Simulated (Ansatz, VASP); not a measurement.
## Sc in VASP and in Ansatz

INCAR

```
SYSTEM = Sc
ALGO = Normal ; EDIFF = 1E-7
EDIFFG = -0.04 ; ENCUT = 600
GGA = PE ; IBRION = 2
ISIF = 3 ; ISMEAR = 0
LASPH = .True. ; LCHARG = .False.
LREAL = .False. ; LWAVE = .False.
NELM = 100 ; NSW = 90
PREC = Accurate ; SIGMA = 0.1
```

KPOINTS

```
k-points
0
Gamma
  6 6 4
  0 0 0
```

The input POSCAR:

```
Sc
1.0
    5.1489875487      0.0000000000      0.0000000000
   -2.5744937744      4.4591540210      0.0000000000
    0.0000000000      0.0000000000      4.7027813284
Sc
4
Direct
    0.0000000000      0.0000000000      0.2500000000
    0.0000000000      0.0000000000      0.7500000000
    0.3333333333      0.6666666667      0.7500000000
    0.6666666667      0.3333333333      0.2500000000
```

Input for Ansatz:

```yaml
crystal:
  lattice:
    - [5.1489875487, 0.0, 0.0]
    - [-2.5744937744, 4.459154021, 0.0]
    - [0.0, 0.0, 4.7027813284]
  atoms:
    - { symbol: Sc, position: [0.0, 0.0, 0.25] }
    - { symbol: Sc, position: [0.0, 0.0, 0.75] }
    - { symbol: Sc, position: [0.3333333333, 0.6666666667, 0.75] }
    - { symbol: Sc, position: [0.6666666667, 0.3333333333, 0.25] }
basis:
  ecutwfc: 420
kpoints:
  mp_grid: { grid: [6, 6, 4] }
hamiltonian:
  xc: pbe
scf:
  occupations: { method: gaussian, width: 0.1 }
  lower_state_search: "off"
output:
  forces: true
  stress: true
  eigenvalues: true
relax:
  adjacent_minimum: "off"
  f_tol: 0.04
  max_steps: 70
  cell: { stress_tol: 0.4 }
```

Alike in both runs: task relaxation of cell and atoms; functional PBE; k mesh 6 × 6 × 4; occupations gaussian, width 0.1 eV; no spin polarisation.

|  | VASP | Ansatz |
| --- | --- | --- |
| version | VASP 6.6.1 | Ansatz 0.2.0 |
| potentials or method | VASP PAW PBE potentials, release 64 (Sc_sv), cutoff 600 eV | scalar-relativistic, plane waves, PAW |
| valence electrons in the cell | 44 | 44 |

```csv
,VASP,Ansatz,Ansatz less VASP
"gap on the k mesh at the Fermi level, each at its own relaxed structure (eV)",none,none,-
relaxed volume (Å³/atom),27.54,27.48,-0.057
relaxed length of the cell vector where the two differ most in proportion (Å),4.889,4.879,-0.0105
```

A gap of «none» marks a metal or a gap that the smearing closes.
